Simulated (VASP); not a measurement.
# Te15Mo8 (a cell with a defect) in VASP: single point with PBE

Aim: the single point of Te15Mo8 (a cell with a defect) with PBE.

Program: VASP 6.6.1. These are calculated values, not measurements. Logs are shortened: lines on timing, memory, paths and dates and some standing lists are left out, and cuts for length are marked.

**1. The cell of the first run**

The cell holds a defect, 23 atoms: a = 7.113 Å, b = 7.113 Å, c = 15.332 Å, α = 90.00°, β = 90.00°, γ = 120.00°.

**2. Single point, PBE, collinear spin (atoms taken out, then relaxed in part)**

INCAR

```
SYSTEM = Te15Mo8
  PREC = Accurate
  ENCUT = 400
  EDIFF = 1E-6
  ISMEAR = 0
  SIGMA = 0.01
  LREAL = .False.
  LASPH = .True.
  NELM = 200
  ALGO = Normal
  ISIF = 2
  LWAVE = .False.
  LCHARG = .False.
  ISPIN = 2
  MAGMOM = 0 0 0 0 0 0 0 0 0 0 0 0 0 0 0 0 0 0 0 1 1 1 0
  LORBIT = 11
  LMAXMIX = 4
  GGA = PE
  NBANDS = 122
  NELECT = 203.0
  GGA_COMPAT = .False.
  KPAR = 2
  NCORE = 2
```

KPOINTS

```
regular mesh
0
Gamma
  2 2 2
  0 0 0
```

POSCAR

```
Te15Mo8
1.0
   -7.1133265656     -0.0000000001      0.0000000000
    3.5566632828     -6.1603215112      0.0000000000
    0.0000000000      0.0000000000     15.3316113869
Te Mo
15 8
Direct
    0.3325338317      0.6657630613      0.6324287532
    0.8326726311      0.1658906179      0.6323611668
    0.8326825816      0.6657267552      0.6325126608
    0.1654716144      0.3312846799      0.1318665755
    0.1651567363      0.8302299584      0.1296889417
    0.6646167297      0.3318907429      0.1322125867
    0.6650798125      0.8311639470      0.1321427128
    0.1656611697      0.3310616454      0.3674787064
    0.1653190332      0.8305597323      0.3696987259
    0.6641979330      0.3316700505      0.3671096763
    0.6651177273      0.8312160932      0.3675787375
    0.3323831526      0.1653270176      0.8690632825
    0.3275939196      0.6628545267      0.8659350332
    0.8352701032      0.1708164775      0.8658968763
    0.8348338836      0.6629165883      0.8659542736
    0.3275709957      0.1583122146      0.2495388198
    0.3295540390      0.6662121021      0.2498319387
    0.8323178050      0.1651534854      0.2498154790
    0.8373180706      0.6682115719      0.2498241693
    0.1706290005      0.3276512457      0.7509681628
    0.1703685119      0.8411180662      0.7511147322
    0.6565695594      0.3275889526      0.7510031003
    0.6660602719      0.8326516387      0.7493272613
```

Potentials or basis: VASP PAW PBE potentials, release 64 (Te, Mo_sv).

Launch:

```
$ cat potpaw_PBE.64/Te/POTCAR potpaw_PBE.64/Mo_sv/POTCAR > POTCAR
$ mpirun -np 4 vasp_std > vasp.out
```

OUTCAR:

```text
SYSTEM = Te15Mo8
   PREC = Accurate
   ENCUT = 400
   EDIFF = 1E-6
   ISMEAR = 0
   LREAL = .False.
   LASPH = .True.
   NELM = 200
   ISIF = 2
   ISPIN = 2
   LORBIT = 11
   GGA = PE
   NELECT = 203.0

 ion  position               nearest neighbor table
   1  0.333  0.666  0.632-  23 2.73  21 2.76  20 2.76   3 3.56   2 3.56   2 3.56   3 3.56  13 3.58

   2  0.833  0.166  0.632-  23 2.73  22 2.76  20 2.76   3 3.56   1 3.56   1 3.56   3 3.56  14 3.58

   3  0.833  0.666  0.633-  23 2.73  21 2.76  22 2.76   2 3.56   1 3.56   1 3.56   2 3.56  15 3.58
[... 19 lines left out ...]
  13  0.328  0.663  0.866-  21 2.72  20 2.72  23 2.75  14 3.50  15 3.51  12 3.56  12 3.56   1 3.58
                            15 3.61  14 3.61
  14  0.835  0.171  0.866-  20 2.72  22 2.72  23 2.74  13 3.50  15 3.50  12 3.56  12 3.56   2 3.58
                            15 3.61  13 3.61
  15  0.835  0.663  0.866-  21 2.72  22 2.72  23 2.75  14 3.50  13 3.51  12 3.56  12 3.56   3 3.58
                            13 3.61  14 3.61
  16  0.328  0.158  0.250-   5 2.73   9 2.73   4 2.74   8 2.74   6 2.75  10 2.75  19 3.49
  17  0.330  0.666  0.250-   9 2.73   5 2.74   8 2.74   7 2.74   4 2.74  11 2.74
  18  0.832  0.165  0.250-   8 2.73   4 2.74  10 2.74   7 2.74  11 2.74   6 2.74
  19  0.837  0.668  0.250-   9 2.73   5 2.73   7 2.74  11 2.74  10 2.74   6 2.75  16 3.49
  20  0.171  0.328  0.751-  12 2.70  13 2.72  14 2.72   2 2.76   1 2.76  22 3.46  21 3.46
  21  0.170  0.841  0.751-  12 2.69  13 2.72  15 2.72   3 2.76   1 2.76  22 3.46  20 3.46
  22  0.657  0.328  0.751-  12 2.70  15 2.72  14 2.72   2 2.76   3 2.76  20 3.46  21 3.46
  23  0.666  0.833  0.749-   3 2.73   2 2.73   1 2.73  14 2.74  13 2.75  15 2.75

  LATTYP: Found a hexagonal cell.
 ALAT       =     7.1133265656
 C/A-ratio  =     2.1553363599

  Lattice vectors:

 A1 = (  -7.1133265656,  -0.0000000001,   0.0000000000)
 A2 = (   3.5566632828,  -6.1603215112,   0.0000000000)
 A3 = (   0.0000000000,   0.0000000000,  15.3316113869)

Analysis of symmetry for initial positions (statically):
=====================================================================
 Subroutine PRICEL returns:
 Original cell was already a primitive cell.

 Routine SETGRP: Setting up the symmetry group for a
 hexagonal supercell.

 Subroutine GETGRP returns: Found  1 space group operations
 (whereof  1 operations were pure point group operations)
 out of a pool of 24 trial point group operations.

The static configuration has the point symmetry C_1 .

Analysis of symmetry for dynamics (positions and initial velocities):
=====================================================================
 Subroutine PRICEL returns:
 Original cell was already a primitive cell.

 Routine SETGRP: Setting up the symmetry group for a
 hexagonal supercell.

 Subroutine GETGRP returns: Found  1 space group operations
 (whereof  1 operations were pure point group operations)
 out of a pool of 24 trial point group operations.

The dynamic configuration has the point symmetry C_1 .

Analysis of structural, dynamic, and magnetic symmetry:
=====================================================================
 Subroutine PRICEL returns:
 Original cell was already a primitive cell.

 Routine SETGRP: Setting up the symmetry group for a
 hexagonal supercell.

 Subroutine GETGRP returns: Found  1 space group operations
 (whereof  1 operations were pure point group operations)
 out of a pool of 24 trial point group operations.

The overall configuration has the point symmetry C_1 .

 Subroutine INISYM returns: Found  1 space group operations
 (whereof  1 operations are pure point group operations),
 and found     1 'primitive' translations

----------------------------------------------------------------------------------------

                                     Primitive cell

  volume of cell :     671.8370

  direct lattice vectors                    reciprocal lattice vectors
    -7.113326566 -0.000000000  0.000000000    -0.140581202 -0.081164595  0.000000000
     3.556663283 -6.160321511  0.000000000     0.000000000 -0.162329190  0.000000000
     0.000000000  0.000000000 15.331611387     0.000000000  0.000000000  0.065224716

  length of vectors
     7.113326566  7.113326566 15.331611387     0.162329190  0.162329190  0.065224716

  position of ions in fractional coordinates (direct lattice)
     0.332533832  0.665763061  0.632428753
     0.832672631  0.165890618  0.632361167
     0.832682582  0.665726755  0.632512661
     0.165471614  0.331284680  0.131866575
     0.165156736  0.830229958  0.129688942
     0.664616730  0.331890743  0.132212587
[... 15 lines left out ...]
     0.656569559  0.327588953  0.751003100
     0.666060272  0.832651639  0.749327261

  ion indices of the primitive-cell ions
   primitive index   ion index
                 1           1
                 2           2
                 3           3
                 4           4
                 5           5
                 6           6
[... 47 lines left out ...]
  0.500000  0.000000  0.000000      1.000000
  0.000000  0.500000  0.000000      1.000000
  0.500000  0.500000  0.000000      1.000000
  0.000000  0.000000  0.500000      1.000000
  0.500000  0.000000  0.500000      1.000000
  0.000000  0.500000  0.500000      1.000000
  0.500000  0.500000  0.500000      1.000000
   k-points           NKPTS =      8   k-points in BZ     NKDIM =      8   number of bands    NBANDS=    122
   number of dos      NEDOS =    301   number of ions     NIONS =     23
   total plane-waves  NPLWV = 230400
   dimension x,y,z NGX =    48 NGY =   48 NGZ =  100
   dimension x,y,z NGXF=    96 NGYF=   96 NGZF=  200
   ions per type =              15   8
   NGX,Y,Z   is equivalent  to a cutoff of  11.22, 11.22, 10.84 a.u.
   NGXF,Y,Z  is equivalent  to a cutoff of  22.44, 22.44, 21.69 a.u.
 SYSTEM =  Te15Mo8
   PREC   = accura    normal or accurate (medium, high low for compatibility)
   ISTART =      0    job   : 0-new  1-cont  2-samecut
   ICHARG =      2    charge: 1-file 2-atom 10-const
   ISPIN  =      2    spin polarized calculation?
   LNONCOLLINEAR =      F non collinear calculations
   LSORBIT =      F    spin-orbit coupling
   LASPH  =      T    aspherical Exc in radial PAW
   ENCUT  =  400.0 eV  29.40 Ry    5.42 a.u.  11.60 11.60 25.00*2*pi/ulx,y,z
   NELM   =    200;   NELMIN=  2; NELMDL= -5     # of ELM steps
   EDIFF  = 0.1E-05   stopping-criterion for ELM
   LREAL  =      F    real-space projection
   EDIFFG = 0.1E-04   stopping-criterion for IOM
   NSW    =      0    number of steps for IOM
   IBRION =     -1    ionic relax: 0-MD 1-quasi-New 2-CG
   NFREE  =      0    steps in history (QN), initial steepest desc. (CG)
   ISIF   =      2    stress and relaxation
   ISYM   =      2    0-nonsym 1-usesym 2-fastsym
   POTIM  = 0.5000    time-step for ionic-motion
   TEBEG  =    0.0;   TEEND  =   0.0 temperature during run
   PSTRESS=    0.0 pullay stress
   NELECT =     203.0000    total number of electrons
   NUPDOWN=      -1.0000    fix difference up-down
   EMIN   =  10.00;   EMAX   =-10.00  energy-range for DOS
   EFERMI =   0.00;   METHOD = LEGACY
   ISMEAR =     0;   SIGMA  =   0.01  broadening in eV -4-tet -1-fermi 0-gaus
   EFERMI_NEDOS =   21; number of points for ismear=-14 and -15
   IALGO  =     38    algorithm
   IMIX   =      4    mixing-type and parameters
     AMIX     =   0.40;   BMIX     =  1.00
     AMIX_MAG =   1.60;   BMIX_MAG =  1.00
  volume/ion in A,a.u.               =      29.21       197.12
  Fermi-wavevector in a.u.,A,eV,Ry     =   1.098548  2.075954 16.419603  1.206807
  Thomas-Fermi vector in A             =   2.234927
   LORBIT       =     11    0 simple, 1 ext, 2 COOP (PROOUT), +10 PAW based schemes
   GGA     = PE    functional components
   LHFCALC =     F    Hartree Fock is set to
   AEXX    =    0.0000 exact exchange contribution
   IVDW    =     0    specifies the selected vdW correction
   LEPSILON=     F    determine dielectric tensor
   LRPA    =     F    only Hartree local field effects (RPA)
 spin polarized calculation
 Gauss-broadening in eV      SIGMA  =   0.01
  energy-cutoff  :      400.00
  volume of cell :      671.84
 maximum number of plane-waves:     12213
 NGX is ok and might be reduce to    48
   NGX = 23   NGY = 23   NGZ = 51

 number of electron     203.0000015 magnetization       0.9987589

 Free energy of the ion-electron system (eV)
  ---------------------------------------------------
  ext. energy  EPLUGINS =         0.00000000
  ---------------------------------------------------
  free energy    TOTEN  =      -131.96052314 eV

  energy without entropy =     -131.96019966  energy(sigma->0) =     -131.96036140

 E-fermi :   7.0977     XC(G=0):  -9.5125

 val. band max:        7.0882642631   @ k =   0.5000   0.0000   0.0000
 cond. band min:       7.1093790523   @ k =   0.0000   0.5000   0.5000
 fundamental gap:      0.0211147892
 Fermi energy:         7.0977038764

 spin component 1

 k-point     1 :       0.0000    0.0000    0.0000
  band No.  band energies     occupation
      1     -54.8642      1.00000
      2     -54.8567      1.00000
      3     -54.8522      1.00000
      4     -54.8500      1.00000
      5     -54.2748      1.00000
      6     -54.1809      1.00000
[... 917 lines left out ...]
    112       7.8792      0.00000
    113       7.8892      0.00000
 Fermi energy:         7.0977038764

 spin component 2

 k-point     1 :       0.0000    0.0000    0.0000
  band No.  band energies     occupation
      1     -54.8518      1.00000
      2     -54.8286      1.00000
      3     -54.8179      1.00000
      4     -54.8135      1.00000
      5     -54.3054      1.00000
      6     -54.0105      1.00000
[... 917 lines left out ...]
    112       7.9102      0.00000
    113       7.9339      0.00000
 [bands above 113 left out]

------------------------ aborting loop because EDIFF is reached ----------------------------------------

  FORCE on cell =-STRESS in cart. coord.  units (eV):
  Direction    XX          YY          ZZ          XY          YZ          ZX
  --------------------------------------------------------------------------------------
  -------------------------------------------------------------------------------------
  Total        3.6827975      3.8488480      9.3904644      0.0130799     -0.0238254      0.0002406
  in kB        8.7826281      9.1786205     22.3941058      0.0311926     -0.0568181      0.0005737
  external PRESSURE =      13.4517848 kB  Pullay stress =       0.0000000 kB

 VOLUME and BASIS-vectors are now :
 -----------------------------------------------------------------------------
  energy-cutoff  :      400.00
  volume of cell :      671.84
      direct lattice vectors                 reciprocal lattice vectors
    -7.113326566 -0.000000000  0.000000000    -0.140581202 -0.081164595  0.000000000
     3.556663283 -6.160321511  0.000000000     0.000000000 -0.162329190  0.000000000
     0.000000000  0.000000000 15.331611387     0.000000000  0.000000000  0.065224716

 POSITION                                       TOTAL-FORCE (eV/Angst)
 -----------------------------------------------------------------------------------
      0.00247     -4.10131      9.69615        -0.002310      0.002350     -0.008109
     -5.33306     -1.02194      9.69512        -0.000749      0.001202     -0.008267
     -3.55538     -4.10109      9.69744        -0.001214      0.003265     -0.010745
      0.00121     -2.04082      2.02173         0.003114     -0.002868     -0.020032
      1.77803     -5.11448      1.98834        -0.002978      0.003353     -0.017547
     -3.54721     -2.04455      2.02703         0.000423      0.004272     -0.011736
[... 15 lines left out ...]
     -3.50527     -2.01805     11.51409        -0.000593     -0.005516     -0.006257
     -1.77644     -5.12940     11.48839         0.001877      0.003261     -0.004619
 -----------------------------------------------------------------------------------
    total drift:                               -0.000276     -0.000203     -0.000607

  FREE ENERGIE OF THE ION-ELECTRON SYSTEM (eV)
  ---------------------------------------------------
  free  energy   TOTEN  =      -131.9605231366 eV

  energy  without entropy=     -131.9601996613  energy(sigma->0) =     -131.96036140

 total charge

# of ion       s       p       d       tot
------------------------------------------
    1        1.380   1.984   0.056   3.420
    2        1.380   1.984   0.056   3.420
    3        1.380   1.984   0.056   3.420
    4        1.387   1.979   0.059   3.425
    5        1.388   1.980   0.059   3.427
    6        1.387   1.977   0.058   3.423
[... 15 lines left out ...]
   22        2.245   6.118   3.943  12.306
   23        2.251   6.139   3.976  12.366
--------------------------------------------------
tot         38.744  78.802  32.594 150.140

 magnetization (x)

# of ion       s       p       d       tot
------------------------------------------
    1        0.000  -0.008   0.001  -0.006
    2        0.000  -0.007   0.001  -0.006
    3        0.000  -0.008   0.001  -0.007
    4        0.000   0.000   0.000   0.001
    5        0.000   0.002   0.001   0.003
    6        0.000   0.000   0.000   0.000
[... 15 lines left out ...]
   22        0.002   0.003   0.253   0.258
   23       -0.001  -0.002  -0.047  -0.049
--------------------------------------------------
tot          0.008  -0.041   0.890   0.856
```

It took 14 min on 4 MPI ranks of Intel Xeon Platinum 8259CL at 2.50GHz (Skylake/Cascade Lake), shared host; peak memory 0.6 GiB.

What came out:

```yaml
Free_energy: -131.9605 eV
Largest_force: 0.026 eV/Å
Net_moment: 1.00 μB per cell
Site_moments: Te -0.01, +0.00 (each value once); Mo +0.04, +0.01, +0.05, +0.06, +0.26, -0.05 (each value once) μB
Valence_electrons_inside_the_program's_atomic_spheres: Te 3.42, 3.43, 3.45 (each value once); Mo 12.36, 12.37, 12.31 (each value once)
```

Forces in eV/Å, atoms in the order of the input:
```
Te  -0.002  0.002 -0.008
Te  -0.001  0.001 -0.008
Te  -0.001  0.003 -0.011
Te   0.003 -0.003 -0.020
Te  -0.003  0.003 -0.018
Te   0.000  0.004 -0.012
Te   0.004 -0.003 -0.018
Te   0.003 -0.003  0.021
Te  -0.003  0.002  0.018
Te   0.000  0.004  0.013
Te   0.004 -0.003  0.019
Te  -0.002 -0.001  0.013
Te   0.001 -0.001  0.014
Te   0.002 -0.003  0.016
Te  -0.003  0.001  0.010
Mo  -0.014 -0.022 -0.001
Mo  -0.008  0.000 -0.001
Mo   0.018  0.011 -0.001
Mo  -0.006  0.009 -0.001
Mo   0.003 -0.005 -0.011
Mo   0.003  0.003 -0.005
Mo  -0.001 -0.006 -0.006
Mo   0.002  0.003 -0.005
```

Levels at points of the mesh, in eV from the Fermi level:
Spin up:
| k point | band 98 | band 99 | band 100 | band 101 | band 102 | band 103 | band 104 | band 105 | band 106 | band 107 |
| --- | --- | --- | --- | --- | --- | --- | --- | --- | --- | --- |
| (0.00, 0.00, 0.00) | -1.25 | -1.06 | -0.92 | -0.47 | 0.05 | 0.07 | 0.15 | 0.34 | 0.34 | 0.41 |
| (0.50, 0.00, 0.00) | -1.36 | -1.10 | -1.05 | -0.75 | -0.22 | -0.01 | 0.09 | 0.14 | 0.16 | 0.37 |
| (0.00, 0.50, 0.00) | -1.36 | -1.10 | -1.05 | -0.75 | -0.22 | -0.05 | 0.12 | 0.13 | 0.24 | 0.34 |
| (0.50, 0.50, 0.00) | -1.36 | -1.10 | -1.05 | -0.75 | -0.22 | 0.01 | 0.07 | 0.14 | 0.18 | 0.36 |
| (0.00, 0.00, 0.50) | -1.25 | -1.07 | -0.92 | -0.47 | 0.05 | 0.07 | 0.15 | 0.33 | 0.33 | 0.42 |
| (0.50, 0.00, 0.50) | -1.36 | -1.09 | -1.05 | -0.76 | -0.22 | 0.01 | 0.13 | 0.15 | 0.26 | 0.33 |
| (0.00, 0.50, 0.50) | -1.36 | -1.09 | -1.05 | -0.75 | -0.22 | 0.01 | 0.15 | 0.16 | 0.22 | 0.33 |
| (0.50, 0.50, 0.50) | -1.36 | -1.09 | -1.05 | -0.76 | -0.22 | 0.04 | 0.13 | 0.15 | 0.26 | 0.32 |
Spin down:
```tsv
k point	band 99	band 100	band 101	band 102	band 103	band 104
(0.00, 0.00, 0.00)	-1.03	-0.86	-0.29	0.09	0.09	0.18
(0.50, 0.00, 0.00)	-0.99	-0.94	-0.63	0.04	0.06	0.15
(0.00, 0.50, 0.00)	-0.99	-0.93	-0.63	0.02	0.05	0.16
(0.50, 0.50, 0.00)	-0.99	-0.94	-0.63	0.04	0.06	0.15
(0.00, 0.00, 0.50)	-1.03	-0.86	-0.29	0.09	0.09	0.18
(0.50, 0.00, 0.50)	-0.97	-0.94	-0.64	0.04	0.09	0.18
(0.00, 0.50, 0.50)	-0.97	-0.94	-0.64	0.05	0.06	0.19
(0.50, 0.50, 0.50)	-0.97	-0.94	-0.64	0.05	0.08	0.18
```

Caveat: the k points lie up to 0.51 Å⁻¹ apart; the cell carries a net charge on a neutralising background, which shifts energy and pressure; the cell differs from its parent crystal (atoms taken out, then relaxed in part); the cell is charged against a uniform background, so pressure and absolute levels hang on convention; spin-orbit coupling is left out, which moves the levels of the heavy elements.
